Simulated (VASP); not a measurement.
# BaH6Rh (Fm-3m) in VASP: single point with PBE

Aim: the single point of BaH6Rh with PBE.

All numbers are computed with VASP 6.6.1; they aren't measurements. Logs are shortened: lines on timing, memory, paths and dates and some standing lists are left out, and cuts for length are marked.

## 1. The cell of the first run

The structure is cubic, space group Fm-3m (No. 225). The conventional cell has a = 8.299 Å, b = 8.299 Å, c = 8.299 Å, α = 90.00°, β = 90.00°, γ = 90.00°. Ba (site symmetry m-3m) has 6 H at 2.50 Å within 3.3 Å. Within 2.2 Å of H (site symmetry 4mm) lie 1 Rh at 1.65 Å. Rh (site symmetry m-3m) has 6 H at 1.65 Å within 2.2 Å.

## 2. Single point, PBE, collinear spin, ferromagnetic start

File INCAR:

```
SYSTEM = BaH6Rh
PREC = Accurate ; ENCUT = 530
EDIFF = 1E-6 ; ISMEAR = 0
SIGMA = 0.1 ; LREAL = .False.
LASPH = .True. ; NELM = 200
ALGO = Normal ; ISIF = 2
LWAVE = .False. ; LCHARG = .True.
ISPIN = 2 ; MAGMOM = 0 0 0 0 0 0 0 0.4
LORBIT = 11 ; LMAXMIX = 4
GGA = PE ; LELF = .True.
LVHAR = .True. ; NBANDS = 30
GGA_COMPAT = .False.
```

File KPOINTS:

```
Automatic mesh
0
Gamma
  8 8 8
  0 0 0
```

File POSCAR:

```
BaH6Rh
1.0
    0.0000000000      4.1495079564      4.1495079564
    4.1495079564      0.0000000000      4.1495079564
    4.1495079564      4.1495079564      0.0000000000
Ba H Rh
1 6 1
Direct
    0.5000000000      0.5000000000      0.5000000000
    0.8009270216      0.1990729784      0.1990729784
    0.1990729784      0.8009270216      0.8009270216
    0.1990729784      0.8009270216      0.1990729784
    0.8009270216      0.1990729784      0.8009270216
    0.1990729784      0.1990729784      0.8009270216
    0.8009270216      0.8009270216      0.1990729784
    0.0000000000      0.0000000000      0.0000000000
```

Potentials or basis: VASP PAW PBE potentials, release 64 (Ba_sv, H, Rh_sv_GW).

Command:

```sh
> cat potpaw_PBE.64/Ba_sv/POTCAR potpaw_PBE.64/H/POTCAR potpaw_PBE.64/Rh_sv_GW/POTCAR > POTCAR
> mpirun -np 1 vasp_std > vasp.out
```

OUTCAR:

```text
SYSTEM = BaH6Rh
   PREC = Accurate
   ENCUT = 530
   EDIFF = 1E-6
   ISMEAR = 0
   LREAL = .False.
   LASPH = .True.
   NELM = 200
   ISIF = 2
   ISPIN = 2
   LORBIT = 11
   GGA = PE

 ion  position               nearest neighbor table
   1  0.500  0.500  0.500-   2 2.50   3 2.50   4 2.50   5 2.50   6 2.50   7 2.50
   2  0.801  0.199  0.199-   8 1.65   1 2.50
   3  0.199  0.801  0.801-   8 1.65   1 2.50
   4  0.199  0.801  0.199-   8 1.65   1 2.50
   5  0.801  0.199  0.801-   8 1.65   1 2.50
   6  0.199  0.199  0.801-   8 1.65   1 2.50
   7  0.801  0.801  0.199-   8 1.65   1 2.50
   8  0.000  0.000  0.000-   2 1.65   3 1.65   4 1.65   5 1.65   6 1.65   7 1.65

  LATTYP: Found a face centered cubic cell.
 ALAT       =     8.2990159128

  Lattice vectors:

 A1 = (   0.0000000000,   4.1495079564,   4.1495079564)
 A2 = (   4.1495079564,   0.0000000000,   4.1495079564)
 A3 = (   4.1495079564,   4.1495079564,   0.0000000000)

Analysis of symmetry for initial positions (statically):
=====================================================================
 Subroutine PRICEL returns:
 Original cell was already a primitive cell.

 Routine SETGRP: Setting up the symmetry group for a
 face centered cubic supercell.

 Subroutine GETGRP returns: Found 48 space group operations
 (whereof 48 operations were pure point group operations)
 out of a pool of 48 trial point group operations.

The static configuration has the point symmetry O_h .

Analysis of symmetry for dynamics (positions and initial velocities):
=====================================================================
 Subroutine PRICEL returns:
 Original cell was already a primitive cell.

 Routine SETGRP: Setting up the symmetry group for a
 face centered cubic supercell.

 Subroutine GETGRP returns: Found 48 space group operations
 (whereof 48 operations were pure point group operations)
 out of a pool of 48 trial point group operations.

The dynamic configuration has the point symmetry O_h .

Analysis of structural, dynamic, and magnetic symmetry:
=====================================================================
 Subroutine PRICEL returns:
 Original cell was already a primitive cell.

 Routine SETGRP: Setting up the symmetry group for a
 face centered cubic supercell.

 Subroutine GETGRP returns: Found 48 space group operations
 (whereof 48 operations were pure point group operations)
 out of a pool of 48 trial point group operations.

The overall configuration has the point symmetry O_h .

 Subroutine INISYM returns: Found 48 space group operations
 (whereof 48 operations are pure point group operations),
 and found     1 'primitive' translations

----------------------------------------------------------------------------------------

                                     Primitive cell

  volume of cell :     142.8959

  direct lattice vectors                    reciprocal lattice vectors
     0.000000000  4.149507956  4.149507956    -0.120496214  0.120496214  0.120496214
     4.149507956  0.000000000  4.149507956     0.120496214 -0.120496214  0.120496214
     4.149507956  4.149507956  0.000000000     0.120496214  0.120496214 -0.120496214

  length of vectors
     5.868290429  5.868290429  5.868290429     0.208705565  0.208705565  0.208705565

  position of ions in fractional coordinates (direct lattice)
     0.500000000  0.500000000  0.500000000
     0.800927022  0.199072978  0.199072978
     0.199072978  0.800927022  0.800927022
     0.199072978  0.800927022  0.199072978
     0.800927022  0.199072978  0.800927022
     0.199072978  0.199072978  0.800927022
     0.800927022  0.800927022  0.199072978
     0.000000000  0.000000000  0.000000000

  ion indices of the primitive-cell ions
   primitive index   ion index
                 1           1
                 2           2
[... 62 lines left out ...]
   total plane-waves  NPLWV = 110592
   dimension x,y,z NGX =    48 NGY =   48 NGZ =   48
   dimension x,y,z NGXF=    96 NGYF=   96 NGZF=   96
   ions per type =               1   6   1
   NGX,Y,Z   is equivalent  to a cutoff of  13.60, 13.60, 13.60 a.u.
   NGXF,Y,Z  is equivalent  to a cutoff of  27.20, 27.20, 27.20 a.u.
 SYSTEM =  BaH6Rh
   PREC   = accura    normal or accurate (medium, high low for compatibility)
   ISTART =      0    job   : 0-new  1-cont  2-samecut
   ICHARG =      2    charge: 1-file 2-atom 10-const
   ISPIN  =      2    spin polarized calculation?
   LNONCOLLINEAR =      F non collinear calculations
   LSORBIT =      F    spin-orbit coupling
   LASPH  =      T    aspherical Exc in radial PAW
   ENCUT  =  530.0 eV  38.95 Ry    6.24 a.u.  11.02 11.02 11.02*2*pi/ulx,y,z
   NELM   =    200;   NELMIN=  2; NELMDL= -5     # of ELM steps
   EDIFF  = 0.1E-05   stopping-criterion for ELM
   LREAL  =      F    real-space projection
   EDIFFG = 0.1E-04   stopping-criterion for IOM
   NSW    =      0    number of steps for IOM
   IBRION =     -1    ionic relax: 0-MD 1-quasi-New 2-CG
   NFREE  =      0    steps in history (QN), initial steepest desc. (CG)
   ISIF   =      2    stress and relaxation
   ISYM   =      2    0-nonsym 1-usesym 2-fastsym
   POTIM  = 0.5000    time-step for ionic-motion
   TEBEG  =    0.0;   TEEND  =   0.0 temperature during run
   PSTRESS=    0.0 pullay stress
   NELECT =      33.0000    total number of electrons
   NUPDOWN=      -1.0000    fix difference up-down
   EMIN   =  10.00;   EMAX   =-10.00  energy-range for DOS
   EFERMI =   0.00;   METHOD = LEGACY
   ISMEAR =     0;   SIGMA  =   0.10  broadening in eV -4-tet -1-fermi 0-gaus
   EFERMI_NEDOS =   21; number of points for ismear=-14 and -15
   IALGO  =     38    algorithm
   IMIX   =      4    mixing-type and parameters
     AMIX     =   0.40;   BMIX     =  1.00
     AMIX_MAG =   1.60;   BMIX_MAG =  1.00
  volume/ion in A,a.u.               =      17.86       120.54
  Fermi-wavevector in a.u.,A,eV,Ry     =   1.004399  1.898039 13.725789  1.008817
  Thomas-Fermi vector in A             =   2.137012
   LORBIT       =     11    0 simple, 1 ext, 2 COOP (PROOUT), +10 PAW based schemes
   GGA     = PE    functional components
   LHFCALC =     F    Hartree Fock is set to
   AEXX    =    0.0000 exact exchange contribution
   IVDW    =     0    specifies the selected vdW correction
   LEPSILON=     F    determine dielectric tensor
   LRPA    =     F    only Hartree local field effects (RPA)
 spin polarized calculation
 Gauss-broadening in eV      SIGMA  =   0.10
  energy-cutoff  :      530.00
  volume of cell :      142.90
 maximum number of plane-waves:      3988
 NGX is ok and might be reduce to    48
   NGX = 21   NGY = 21   NGZ = 21

 number of electron      33.0000007 magnetization      -0.1049809

 number of electron      33.0000007 magnetization       0.9269500

 Free energy of the ion-electron system (eV)
  ---------------------------------------------------
  ext. energy  EPLUGINS =         0.00000000
  ---------------------------------------------------
  free energy    TOTEN  =       -28.07811785 eV

  energy without entropy =      -28.00590363  energy(sigma->0) =      -28.04201074

 E-fermi :  -2.0702     XC(G=0):  -6.9064

 val. band max:       -2.0714220011   @ k =   0.1250   0.0000   0.0000
 cond. band min:      -2.0700535599   @ k =   0.1250   0.1250   0.0000
 fundamental gap:      0.0013684412
 Fermi energy:        -2.0702287286

 spin component 1

 k-point     1 :       0.0000    0.0000    0.0000
  band No.  band energies     occupation
      1     -79.5022      1.00000
      2     -47.3697      1.00000
      3     -47.3697      1.00000
      4     -47.3697      1.00000
      5     -28.2573      1.00000
      6     -13.4663      1.00000
[... 733 lines left out ...]
     27       7.5794      0.00000
     28       8.0557      0.00000

 [... further k-points ...]

 spin component 2

 k-point     1 :       0.0000    0.0000    0.0000
  band No.  band energies     occupation
      1     -79.0086      1.00000
      2     -46.8523      1.00000
      3     -46.8523      1.00000
      4     -46.8523      1.00000
      5     -28.2563      1.00000
      6     -13.4662      1.00000
[... 733 lines left out ...]
     27       7.6572      0.00000
     28       8.1285      0.00000

 [... further k-points ...]

 [bands above 28 left out]

------------------------ aborting loop because EDIFF is reached ----------------------------------------

  FORCE on cell =-STRESS in cart. coord.  units (eV):
  Direction    XX          YY          ZZ          XY          YZ          ZX
  --------------------------------------------------------------------------------------
  -------------------------------------------------------------------------------------
  Total       -0.1444114     -0.1444114     -0.1444114      0.0000000      0.0000000      0.0000000
  in kB       -1.6191695     -1.6191695     -1.6191695      0.0000000      0.0000000      0.0000000
  external PRESSURE =      -1.6191695 kB  Pullay stress =       0.0000000 kB

 VOLUME and BASIS-vectors are now :
 -----------------------------------------------------------------------------
  energy-cutoff  :      530.00
  volume of cell :      142.90
      direct lattice vectors                 reciprocal lattice vectors
     0.000000000  4.149507956  4.149507956    -0.120496214  0.120496214  0.120496214
     4.149507956  0.000000000  4.149507956     0.120496214 -0.120496214  0.120496214
     4.149507956  4.149507956  0.000000000     0.120496214  0.120496214 -0.120496214

 POSITION                                       TOTAL-FORCE (eV/Angst)
 -----------------------------------------------------------------------------------
      4.14951      4.14951      4.14951        -0.000000     -0.000000      0.000000
      1.65211      4.14951      4.14951        -0.029193     -0.000000      0.000000
      6.64691      4.14951      4.14951         0.029193     -0.000000      0.000000
      4.14951      1.65211      4.14951        -0.000000     -0.029193      0.000000
      4.14951      6.64691      4.14951        -0.000000      0.029193      0.000000
      4.14951      4.14951      1.65211        -0.000000     -0.000000     -0.029193
      4.14951      4.14951      6.64691        -0.000000     -0.000000      0.029193
      0.00000      0.00000      0.00000        -0.000000     -0.000000      0.000000
 -----------------------------------------------------------------------------------
    total drift:                                0.000000     -0.000000     -0.000000

  FREE ENERGIE OF THE ION-ELECTRON SYSTEM (eV)
  ---------------------------------------------------
  free  energy   TOTEN  =       -28.0781178508 eV

  energy  without entropy=      -28.0059036343  energy(sigma->0) =      -28.04201074

 total charge

# of ion       s       p       d       f       tot
--------------------------------------------------
    1        2.009   5.609   0.223   0.000   7.841
    2        0.542   0.012   0.000   0.000   0.555
    3        0.542   0.012   0.000   0.000   0.555
    4        0.542   0.012   0.000   0.000   0.555
    5        0.542   0.012   0.000   0.000   0.555
    6        0.542   0.012   0.000   0.000   0.555
    7        0.542   0.012   0.000   0.000   0.555
    8        2.226   6.386   6.372   0.026  15.011
--------------------------------------------------
tot          7.489  12.070   6.595   0.026  26.181

 magnetization (x)

# of ion       s       p       d       f       tot
--------------------------------------------------
    1       -0.001   0.004  -0.004   0.000  -0.000
    2        0.009   0.001   0.000   0.000   0.010
    3        0.009   0.001   0.000   0.000   0.010
    4        0.009   0.001   0.000   0.000   0.010
    5        0.009   0.001   0.000   0.000   0.010
    6        0.009   0.001   0.000   0.000   0.010
    7        0.009   0.001   0.000   0.000   0.010
    8        0.004   0.023   0.655   0.001   0.683
--------------------------------------------------
tot          0.059   0.032   0.651   0.001   0.743
```

Wall time 7.6 min (1 thread of AMD EPYC 7R13 (Zen 3), shared host); peak memory 0.53 GiB.

Results:

```yaml
Free_energy: -28.0781 eV
Pressure: -0.2 GPa
Largest_force: 0.029 eV/Å
Net_moment: 0.93 μB per cell
Site_moments: Ba -0.00; H +0.01; Rh +0.68 μB
Valence_electrons_inside_the_program's_atomic_spheres: Ba 7.84; H 0.56; Rh 15.01
```

Forces in eV/Å, atoms in the order of the input:
```
Ba   0.000  0.000  0.000
H   -0.029  0.000  0.000
H    0.029  0.000  0.000
H    0.000 -0.029  0.000
H    0.000  0.029  0.000
H    0.000  0.000 -0.029
H    0.000  0.000  0.029
Rh   0.000  0.000  0.000
```

Levels at points of the mesh, in eV from the Fermi level:
Spin up:
```csv
k point,band 15,band 16,band 17,band 18,band 19,band 20
"(0.00, 0.00, 0.00)",0.03,0.03,0.03,3.69,3.69,4.92
"(0.50, 0.00, 0.00)",-0.67,-0.65,-0.65,4.93,5.39,5.39
"(0.50, 0.50, 0.00)",-0.41,-0.15,-0.15,3.86,3.95,4.33
```
Spin down:
| k point | band 15 | band 16 | band 17 | band 18 | band 19 | band 20 |
| --- | --- | --- | --- | --- | --- | --- |
| (0.00, 0.00, 0.00) | 0.15 | 0.15 | 0.15 | 3.81 | 3.81 | 4.96 |
| (0.50, 0.00, 0.00) | -0.07 | -0.05 | -0.05 | 4.94 | 5.39 | 5.39 |
| (0.50, 0.50, 0.00) | -0.04 | -0.01 | -0.01 | 3.97 | 4.07 | 4.39 |

Caveat: spin-orbit coupling is left out, which moves the levels of the heavy elements.
